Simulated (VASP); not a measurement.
Wanted: the native input for a VASP 6.6.1 run.

```
Task                   : single point
Functional             : r2SCAN
Potentials or basis    : VASP PAW PBE potentials, release 64 (Zr_sv, Mn_pv)
Cutoff                 : 520 eV
k mesh                 : 10 × 10 × 10
Occupations            : gaussian, width 0.1 eV
Spin                   : no spin polarisation
Dipole correction      : no
Further INCAR settings : ALGO = Normal; EDIFF = 1e-07; NBANDS = 32
```

Zr3Mn:

```
Zr Mn
1.0
     4.37322    0.00000    0.00000
     0.00000    4.37322    0.00000
     0.00000    0.00000    4.37322
Zr Mn
3 1
Cartesian
  0.0000 2.1866 2.1866
  2.1866 0.0000 2.1866
  2.1866 2.1866 0.0000
  0.0000 0.0000 0.0000
```

These files were run (other wordings do the same):

POSCAR

```
Zr3Mn
1.0
    4.3732200000      0.0000000000      0.0000000000
    0.0000000000      4.3732200000      0.0000000000
    0.0000000000      0.0000000000      4.3732200000
Zr Mn
3 1
Direct
    0.0000000000      0.5000000000      0.5000000000
    0.5000000000      0.0000000000      0.5000000000
    0.5000000000      0.5000000000      0.0000000000
    0.0000000000      0.0000000000      0.0000000000
```

INCAR.step1

```
SYSTEM = Zr3Mn
ALGO = Normal ; EDIFF = 1E-4
ENCUT = 520 ; GGA = PE
ISMEAR = 0 ; LASPH = .TRUE.
LCHARG = .FALSE. ; LREAL = .FALSE.
LWAVE = .TRUE. ; NBANDS = 32
NELM = 100 ; PREC = Accurate
SIGMA = 0.1
```

INCAR.step2

```
SYSTEM = Zr3Mn
ALGO = Normal ; EDIFF = 1E-7
ENCUT = 520 ; ISIF = 2
ISMEAR = 0 ; ISTART = 1
LASPH = .TRUE. ; LCHARG = .FALSE.
LMIXTAU = .TRUE. ; LREAL = .FALSE.
LWAVE = .FALSE. ; METAGGA = R2SCAN
NBANDS = 32 ; NELM = 100
PREC = Accurate ; SIGMA = 0.1
```

KPOINTS

```
k-points
0
G
  10 10 10
  0 0 0
```

Potentials or basis: VASP PAW PBE potentials, release 64 (Zr_sv, Mn_pv).

Run with:

```sh
$ cat potpaw_PBE.64/Zr_sv/POTCAR potpaw_PBE.64/Mn_pv/POTCAR > POTCAR
$ cp INCAR.step1 INCAR
$ mpirun -np 1 vasp_std > vasp.out
$ cp INCAR.step2 INCAR
$ mpirun -np 1 vasp_std > vasp.out
```

Results of the run:

The pressure is -6.3 GPa and the band gap on the k mesh is zero (an odd number of electrons rules out a gap without spin polarisation).

Caveat: the cell stands under tension; the PAW data sets were made with another functional, which shifts forces and pressure a little; the run has no spin polarisation, though such a crystal can be magnetic.

It took 5.2 min on 1 thread of Intel(R) Xeon(R) 6975P-C (Granite Rapids), with other jobs on the host, peak memory 0.3 GiB.
